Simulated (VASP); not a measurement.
# WSe2 (Fm-3m) in VASP: settings compared

WSe2 is run at these levels: PBEsol, r2SCAN+rVV10; tasks: single point, relaxation of cell and atoms.

All numbers are computed with VASP 6.6.1; they aren't measurements. Logs are shortened: lines on timing, memory, paths and dates and some standing lists are left out, and cuts for length are marked.

## (1) The cell of the first run

The structure is cubic, space group Fm-3m (No. 225). Conventional cell: a = 6.131 Å, b = 6.131 Å, c = 6.131 Å, α = 90.00°, β = 90.00°, γ = 90.00°. W (site symmetry m-3m) has 8 Se at 2.65 Å within 3.5 Å. Se (site symmetry -43m) has 4 W at 2.65 Å and 6 Se at 3.07 Å within 3.5 Å.

## (2) Single point, PBEsol

The input, INCAR:

```
ALGO = Normal
EDIFF = 1E-6
ENCUT = 520
GGA = PS
ISIF = 2
ISMEAR = -1
LASPH = T
LCHARG = T
LELF = T
LREAL = F
LVHAR = T
LWAVE = F
NBANDS = 20
NELM = 80
PREC = Accurate
SIGMA = 0.03
```

The input, KPOINTS:

```
k-points
0
Gamma
  6 6 6
```

The input, POSCAR:

```
WSe2
1.0
    0.0000000000      3.0653325089      3.0653325089
    3.0653325089      0.0000000000      3.0653325089
    3.0653325089      3.0653325089      0.0000000000
W Se
1 2
Direct
    0.0000000000      0.0000000000      0.0000000000
    0.2500000000      0.2500000000      0.2500000000
    0.7500000000      0.7500000000      0.7500000000
```

Potentials or basis: VASP PAW PBE potentials, release 64 (W_sv, Se).

Run with:

```bash
cat potpaw_PBE.64/W_sv/POTCAR potpaw_PBE.64/Se/POTCAR > POTCAR
mpirun -np 1 vasp_std > vasp.out
```

OUTCAR:

```text
EDIFF = 1E-6
   ENCUT = 520
   GGA = PS
   ISIF = 2
   ISMEAR = -1
   LASPH = T
   LREAL = F
   NELM = 80
   PREC = Accurate

 ion  position               nearest neighbor table
   1  0.000  0.000  0.000-   2 2.65   3 2.65   3 2.65   3 2.65   3 2.65   2 2.65   2 2.65   2 2.65

   2  0.250  0.250  0.250-   1 2.65   1 2.65   1 2.65   1 2.65
   3  0.750  0.750  0.750-   1 2.65   1 2.65   1 2.65   1 2.65

  LATTYP: Found a face centered cubic cell.
 ALAT       =     6.1306650178

  Lattice vectors:

 A1 = (   0.0000000000,   3.0653325089,   3.0653325089)
 A2 = (   3.0653325089,   0.0000000000,   3.0653325089)
 A3 = (   3.0653325089,   3.0653325089,   0.0000000000)

Analysis of symmetry for initial positions (statically):
=====================================================================
 Subroutine PRICEL returns:
 Original cell was already a primitive cell.

 Routine SETGRP: Setting up the symmetry group for a
 face centered cubic supercell.

 Subroutine GETGRP returns: Found 48 space group operations
 (whereof 48 operations were pure point group operations)
 out of a pool of 48 trial point group operations.

The static configuration has the point symmetry O_h .

Analysis of symmetry for dynamics (positions and initial velocities):
=====================================================================
 Subroutine PRICEL returns:
 Original cell was already a primitive cell.

 Routine SETGRP: Setting up the symmetry group for a
 face centered cubic supercell.

 Subroutine GETGRP returns: Found 48 space group operations
 (whereof 48 operations were pure point group operations)
 out of a pool of 48 trial point group operations.

The dynamic configuration has the point symmetry O_h .

 Subroutine INISYM returns: Found 48 space group operations
 (whereof 48 operations are pure point group operations),
 and found     1 'primitive' translations

----------------------------------------------------------------------------------------

                                     Primitive cell

  volume of cell :      57.6053

  direct lattice vectors                    reciprocal lattice vectors
     0.000000000  3.065332509  3.065332509    -0.163114441  0.163114441  0.163114441
     3.065332509  0.000000000  3.065332509     0.163114441 -0.163114441  0.163114441
[... 71 lines left out ...]
   ICHARG =      2    charge: 1-file 2-atom 10-const
   ISPIN  =      1    spin polarized calculation?
   LNONCOLLINEAR =      F non collinear calculations
   LSORBIT =      F    spin-orbit coupling
   LASPH  =      T    aspherical Exc in radial PAW
   ENCUT  =  520.0 eV  38.22 Ry    6.18 a.u.   8.06  8.06  8.06*2*pi/ulx,y,z
   NELM   =     80;   NELMIN=  2; NELMDL= -5     # of ELM steps
   EDIFF  = 0.1E-05   stopping-criterion for ELM
   LREAL  =      F    real-space projection
   EDIFFG = 0.1E-04   stopping-criterion for IOM
   NSW    =      0    number of steps for IOM
   IBRION =     -1    ionic relax: 0-MD 1-quasi-New 2-CG
   NFREE  =      0    steps in history (QN), initial steepest desc. (CG)
   ISIF   =      2    stress and relaxation
   ISYM   =      2    0-nonsym 1-usesym 2-fastsym
   POTIM  = 0.5000    time-step for ionic-motion
   TEBEG  =    0.0;   TEEND  =   0.0 temperature during run
   PSTRESS=    0.0 pullay stress
   NELECT =      26.0000    total number of electrons
   NUPDOWN=      -1.0000    fix difference up-down
   EMIN   =  10.00;   EMAX   =-10.00  energy-range for DOS
   EFERMI =   0.00;   METHOD = LEGACY
   ISMEAR =    -1;   SIGMA  =   0.03  broadening in eV -4-tet -1-fermi 0-gaus
   EFERMI_NEDOS =   21; number of points for ismear=-14 and -15
   IALGO  =     38    algorithm
   IMIX   =      4    mixing-type and parameters
     AMIX     =   0.40;   BMIX     =  1.00
     AMIX_MAG =   1.60;   BMIX_MAG =  1.00
  volume/ion in A,a.u.               =      19.20       129.58
  Fermi-wavevector in a.u.,A,eV,Ry     =   1.255775  2.373070 21.455977  1.576970
  Thomas-Fermi vector in A             =   2.389515
   LORBIT       =      0    0 simple, 1 ext, 2 COOP (PROOUT), +10 PAW based schemes
   GGA     = PS    functional components
   LHFCALC =     F    Hartree Fock is set to
   AEXX    =    0.0000 exact exchange contribution
   IVDW    =     0    specifies the selected vdW correction
   LEPSILON=     F    determine dielectric tensor
   LRPA    =     F    only Hartree local field effects (RPA)
 non-spin polarized calculation
  energy-cutoff  :      520.00
  volume of cell :       57.61
 maximum number of plane-waves:      1572
   NGX = 17   NGY = 17   NGZ = 17

 number of electron      26.0000002 magnetization

 Free energy of the ion-electron system (eV)
  ---------------------------------------------------
  ext. energy  EPLUGINS =         0.00000000
  ---------------------------------------------------
  free energy    TOTEN  =       -20.94217892 eV

  energy without entropy =      -20.92691875  energy(sigma->0) =      -20.93454884

 E-fermi :   6.9499     XC(G=0): -11.2685

 val. band max:        6.8731264058   @ k =   0.5000   0.3333   0.0000
 cond. band min:       6.9618789582   @ k =   0.1667   0.1667   0.0000
 fundamental gap:      0.0887525524
 Fermi energy:         6.9499414259

 k-point     1 :       0.0000    0.0000    0.0000
  band No.  band energies     occupation
      1     -67.1193      2.00000
      2     -31.3311      2.00000
      3     -31.3311      2.00000
      4     -31.3311      2.00000
      5      -8.8514      2.00000
      6      -4.3624      2.00000
[... 357 lines left out ...]
     19      14.1240      0.00000
     20      15.0400      0.00000

------------------------ aborting loop because EDIFF is reached ----------------------------------------

  FORCE on cell =-STRESS in cart. coord.  units (eV):
  Direction    XX          YY          ZZ          XY          YZ          ZX
  --------------------------------------------------------------------------------------
  -------------------------------------------------------------------------------------
  Total        0.1218231      0.1218231      0.1218231     -0.0000000     -0.0000000     -0.0000000
  in kB        3.3882661      3.3882661      3.3882661     -0.0000000     -0.0000000     -0.0000000
  external PRESSURE =       3.3882661 kB  Pullay stress =       0.0000000 kB

 VOLUME and BASIS-vectors are now :
 -----------------------------------------------------------------------------
  energy-cutoff  :      520.00
  volume of cell :       57.61
      direct lattice vectors                 reciprocal lattice vectors
     0.000000000  3.065332509  3.065332509    -0.163114441  0.163114441  0.163114441
     3.065332509  0.000000000  3.065332509     0.163114441 -0.163114441  0.163114441
     3.065332509  3.065332509  0.000000000     0.163114441  0.163114441 -0.163114441

 POSITION                                       TOTAL-FORCE (eV/Angst)
 -----------------------------------------------------------------------------------
      0.00000      0.00000      0.00000         0.000000     -0.000000      0.000000
      1.53267      1.53267      1.53267         0.000000      0.000000      0.000000
      4.59800      4.59800      4.59800        -0.000000     -0.000000     -0.000000
 -----------------------------------------------------------------------------------
    total drift:                                0.000000     -0.000000      0.000000

  FREE ENERGIE OF THE ION-ELECTRON SYSTEM (eV)
  ---------------------------------------------------
  free  energy   TOTEN  =       -20.9421789210 eV

  energy  without entropy=      -20.9269187517  energy(sigma->0) =      -20.93454884
```

OSZICAR:

```text
N       E                     dE             d eps       ncg     rms          rms(c)
DAV:   1     0.187440642900E+03    0.18744E+03   -0.12798E+04   640   0.128E+03
DAV:   2    -0.130936334697E+02   -0.20053E+03   -0.19572E+03   760   0.332E+02
DAV:   3    -0.217002815487E+02   -0.86066E+01   -0.84466E+01   788   0.632E+01
DAV:   4    -0.218061170033E+02   -0.10584E+00   -0.10551E+00   756   0.724E+00
DAV:   5    -0.218071370950E+02   -0.10201E-02   -0.10199E-02   756   0.754E-01    0.170E+01
DAV:   6    -0.211387037970E+02    0.66843E+00   -0.64819E+00   708   0.135E+01    0.601E+00
DAV:   7    -0.210086404510E+02    0.13006E+00   -0.21779E+00   712   0.599E+00    0.531E+00
DAV:   8    -0.209437638136E+02    0.64877E-01   -0.28718E-01   704   0.322E+00    0.399E-01
DAV:   9    -0.209421158228E+02    0.16480E-02   -0.12500E-02   720   0.699E-01    0.188E-01
DAV:  10    -0.209422050794E+02   -0.89257E-04   -0.55946E-04   752   0.176E-01    0.681E-02
DAV:  11    -0.209421886266E+02    0.16453E-04   -0.54983E-04   724   0.128E-01    0.408E-02
DAV:  12    -0.209421783190E+02    0.10308E-04   -0.69392E-05   708   0.415E-02    0.536E-03
DAV:  13    -0.209421789210E+02   -0.60209E-06   -0.19664E-06   644   0.869E-03
   1 F= -.20942179E+02 E0= -.20934549E+02  d E =-.152602E-01
```

Wall time 8 s (1 thread of Intel Xeon 6975P-C (Granite Rapids), shared host); peak memory 0.18 GiB.

What came out:

```
Free energy            : -20.9422 eV
Pressure               : 0.3 GPa
Band gap on the k mesh : zero (band 13 reaches 7.31 eV, above the bottom of band 14 at 6.53 eV)
```

Caveat: the PAW data sets were made with another functional, which shifts forces and pressure a little; spin-orbit coupling is left out, which moves the levels of the heavy elements.

## (3) Single point, r2SCAN+rVV10

This run uses another cell than the first one, of 19.52 Å³/atom, 1.017 times its volume.

The input, POSCAR:

```
WSe2
1.0
    0.0000000000      3.0821475725      3.0821475725
    3.0821475725      0.0000000000      3.0821475725
    3.0821475725      3.0821475725      0.0000000000
W Se
1 2
Direct
    0.0000000000      0.0000000000      0.0000000000
    0.2500000000      0.2500000000      0.2500000000
    0.7500000000      0.7500000000      0.7500000000
```

The input, INCAR.step1:

```
SYSTEM = WSe2
ALGO = Normal
EDIFF = 1E-4
ENCUT = 520
GGA = PE
ISMEAR = -1
LASPH = .TRUE.
LCHARG = .FALSE.
LREAL = .FALSE.
LWAVE = .TRUE.
NBANDS = 20
NELM = 80
PREC = Accurate
SIGMA = 0.03
```

The input, INCAR.step2:

```
SYSTEM = WSe2
ALGO = Normal
BPARAM = 11.95
CPARAM = 0.0093
EDIFF = 1E-6
ENCUT = 520
ISIF = 2
ISMEAR = -1
ISTART = 1
IVDW_NL = 2
LASPH = .TRUE.
LCHARG = .FALSE.
LMIXTAU = .TRUE.
LREAL = .FALSE.
LUSE_VDW = .TRUE.
LWAVE = .FALSE.
METAGGA = R2SCAN
NBANDS = 20
NELM = 80
PREC = Accurate
SIGMA = 0.03
```

The input, KPOINTS:

```
k-points
0
G
  8 8 8
  0 0 0
```

Potentials or basis: VASP PAW PBE potentials, release 64 (W_sv, Se).

Run with:

```bash
cat potpaw_PBE.64/W_sv/POTCAR potpaw_PBE.64/Se/POTCAR > POTCAR
cp INCAR.step1 INCAR
mpirun -np 1 vasp_std > vasp.out
cp INCAR.step2 INCAR
mpirun -np 1 vasp_std > vasp.out
```

OUTCAR:

```text
SYSTEM = WSe2
   BPARAM = 11.95
   EDIFF = 1E-6
   ENCUT = 520
   ISIF = 2
   ISMEAR = -1
   ISTART = 1
   IVDW_NL = 2
   LASPH = .TRUE.
   LREAL = .FALSE.
   METAGGA = R2SCAN
   NELM = 80
   PREC = Accurate

 ion  position               nearest neighbor table
   1  0.000  0.000  0.000-   3 2.67   3 2.67   3 2.67   2 2.67   2 2.67   2 2.67   3 2.67   2 2.67

   2  0.250  0.250  0.250-   1 2.67   1 2.67   1 2.67   1 2.67
   3  0.750  0.750  0.750-   1 2.67   1 2.67   1 2.67   1 2.67

  LATTYP: Found a face centered cubic cell.
 ALAT       =     6.1642951450
[... 198 lines left out ...]
      6      -5.0832      2.00000
[... 541 lines left out ...]
     19      13.9243      0.00000
     20      16.9808      0.00000

 [... further k-points ...]
[... 5 lines left out ...]
  --------------------------------------------------------------------------------------
  -------------------------------------------------------------------------------------
  Total       -0.1357321     -0.1357321     -0.1357321     -0.0000000     -0.0000000      0.0000000
  in kB       -3.7136667     -3.7136667     -3.7136667     -0.0000000     -0.0000000      0.0000000
  external PRESSURE =      -3.7136667 kB  Pullay stress =       0.0000000 kB

 VOLUME and BASIS-vectors are now :
 -----------------------------------------------------------------------------
  energy-cutoff  :      520.00
  volume of cell :       58.56
      direct lattice vectors                 reciprocal lattice vectors
     0.000000000  3.082147572  3.082147572    -0.162224549  0.162224549  0.162224549
     3.082147572  0.000000000  3.082147572     0.162224549 -0.162224549  0.162224549
     3.082147572  3.082147572  0.000000000     0.162224549  0.162224549 -0.162224549

 POSITION                                       TOTAL-FORCE (eV/Angst)
 -----------------------------------------------------------------------------------
      0.00000      0.00000      0.00000         0.000000      0.000000     -0.000000
      1.54107      1.54107      1.54107        -0.000000     -0.000000     -0.000000
      4.62322      4.62322      4.62322         0.000000      0.000000      0.000000
 -----------------------------------------------------------------------------------
    total drift:                                0.000000     -0.000000      0.000000

  FREE ENERGIE OF THE ION-ELECTRON SYSTEM (eV)
  ---------------------------------------------------
  free  energy   TOTEN  =       -78.6646679481 eV

  energy  without entropy=      -78.6512852676  energy(sigma->0) =      -78.65797661
```

OSZICAR.step1:

```text
N       E                     dE             d eps       ncg     rms          rms(c)
DAV:   1     0.193837406219E+03    0.19384E+03   -0.12654E+04  1160   0.127E+03
DAV:   2    -0.948485217304E+01   -0.20332E+03   -0.19809E+03  1336   0.335E+02
DAV:   3    -0.199653282899E+02   -0.10480E+02   -0.10271E+02  1460   0.669E+01
DAV:   4    -0.201083482042E+02   -0.14302E+00   -0.14279E+00  1328   0.807E+00
DAV:   5    -0.201096626065E+02   -0.13144E-02   -0.13143E-02  1416   0.876E-01    0.161E+01
DAV:   6    -0.195285226219E+02    0.58114E+00   -0.94719E+00  1224   0.149E+01    0.562E+00
DAV:   7    -0.192356506808E+02    0.29287E+00   -0.18582E+00  1236   0.685E+00    0.498E+00
DAV:   8    -0.192100259628E+02    0.25625E-01   -0.11557E-01  1316   0.233E+00    0.252E-01
DAV:   9    -0.192097217841E+02    0.30418E-03   -0.36314E-03  1272   0.401E-01    0.149E-01
DAV:  10    -0.192100048748E+02   -0.28309E-03   -0.79169E-04  1276   0.176E-01    0.805E-02
DAV:  11    -0.192100121197E+02   -0.72449E-05   -0.76562E-05   824   0.431E-02
   1 F= -.19210012E+02 E0= -.19203748E+02  d E =-.125277E-01
```

It took 62 s on 1 thread of Intel Xeon 6975P-C (Granite Rapids), shared host; peak memory 0.33 GiB.

Results:

- Free energy: -78.6647 eV
- Pressure: -0.4 GPa
- Band gap on the k mesh: zero (band 13 reaches 7.23 eV, above the bottom of band 14 at 6.22 eV)

Caveat: the PAW data sets were made with another functional, which shifts forces and pressure a little; spin-orbit coupling is left out, which moves the levels of the heavy elements.

## (4) Relaxation of cell and atoms, PBEsol

This run uses another cell than the first one, of 30.69 Å³/atom, 1.598 times its volume.

The input, INCAR:

```
SYSTEM = WSe2
PREC = Accurate
ENCUT = 600
EDIFF = 1E-6
ISMEAR = -1
SIGMA = 0.03
LREAL = .FALSE.
LASPH = .TRUE.
NELM = 60
ALGO = Normal
ISIF = 3
LWAVE = .FALSE.
LCHARG = .FALSE.
GGA = PS
IBRION = 2
NSW = 100
EDIFFG = -0.01
```

The input, KPOINTS:

```
Automatic mesh
0
G
  6 6 6
  0 0 0
```

The input, POSCAR:

```
WSe2
1.0
    0.0000000000      3.5841113280      3.5841113280
    3.5841113280      0.0000000000      3.5841113280
    3.5841113280      3.5841113280      0.0000000000
W Se
1 2
Direct
    0.0000000000      0.0000000000      0.0000000000
    0.2500000000      0.2500000000      0.2500000000
    0.7500000000      0.7500000000      0.7500000000
```

Run with:

```bash
cat potpaw_PBE.64/W_sv/POTCAR potpaw_PBE.64/Se/POTCAR > POTCAR
mpirun -np 1 vasp_std > vasp.out
```

Run time: 53 s. Hardware: 1 thread of Intel Xeon 6975P-C (Granite Rapids), shared host; peak memory 0.26 GiB.

Results (log left out):

| Quantity | Value |
| --- | --- |
| Free energy | -20.9444 eV |
| Relaxed volume | 19.26 Å³/atom |
| Relaxed cell | a = 4.339 Å, b = 4.339 Å, c = 4.339 Å, α = 60.00°, β = 60.00°, γ = 60.00° |
| Space group after relaxing (to 0.05 Å) | Fm-3m (No. 225) |
| Energy gained by relaxing | 1231.4 meV/atom |
| Ionic steps | 4 |
| Pressure after relaxing | 0.0 GPa |
| Band gap on the k mesh | zero (band 13 reaches 7.28 eV, above the bottom of band 14 at 6.50 eV) |

The path:
```
step  energy change (eV)  largest force (eV/Å)  pressure (GPa)  volume (Å³)
   1              0.0000                0.0000          -22.02        92.08
   2             -2.3652                0.0000           46.48        46.53
   3             -3.6918                0.0000           -1.40        58.34
   4             -3.6943                0.0000           -0.04        57.77
```

Final structure:
```
W Se
1.0
     0.00000    3.06822    3.06822
     3.06822    0.00000    3.06822
     3.06822    3.06822    0.00000
W Se
1 2
Direct
  0.00000 0.00000 0.00000
  0.25000 0.25000 0.25000
  0.75000 0.75000 0.75000
```

Levels at points of the mesh, in eV from the Fermi level:
| k point | band 11 | band 12 | band 13 | band 14 | band 15 | band 16 |
| --- | --- | --- | --- | --- | --- | --- |
| (0.00, 0.00, 0.00) | -0.88 | -0.36 | -0.36 | -0.36 | 4.30 | 4.30 |
| (0.50, 0.00, 0.00) | -3.01 | -3.01 | -0.41 | -0.41 | 1.64 | 4.35 |
| (0.50, 0.50, 0.00) | -2.33 | -1.27 | 0.09 | 1.43 | 1.75 | 3.92 |

Caveat: the volume moved by over 15 % at a fixed basis, so the end points are rough; the PAW data sets were made with another functional, which shifts forces and pressure a little; spin-orbit coupling is left out, which moves the levels of the heavy elements.

## (5) The runs side by side

```csv
task,level,cell,k mesh,cutoff (eV),gap on the mesh (eV),pressure (GPa)
single point,PBEsol,"a = 4.335 Å, angles 60.0°, 3 atoms",6 × 6 × 6,520,none,0.3
single point,r2SCAN+rVV10,"a = 4.359 Å, angles 60.0°, 3 atoms",8 × 8 × 8,520,none,-0.4
relaxation of cell and atoms,PBEsol,"relaxed from a = 5.069 Å, angles 60.0°, 3 atoms",6 × 6 × 6,600,none,0.0
```

Alike in all rows: potentials or basis VASP PAW PBE potentials, release 64 (W_sv, Se); no spin polarisation; smearing fermi-dirac 0.03 eV.

Caveats: the PAW data sets were made with another functional, which shifts forces and pressure a little; spin-orbit coupling is left out, which moves the levels of the heavy elements; the volume moved by over 15 % at a fixed basis, so the end points are rough (some runs).

Absolute energies hang on the potentials; compare differences alone.
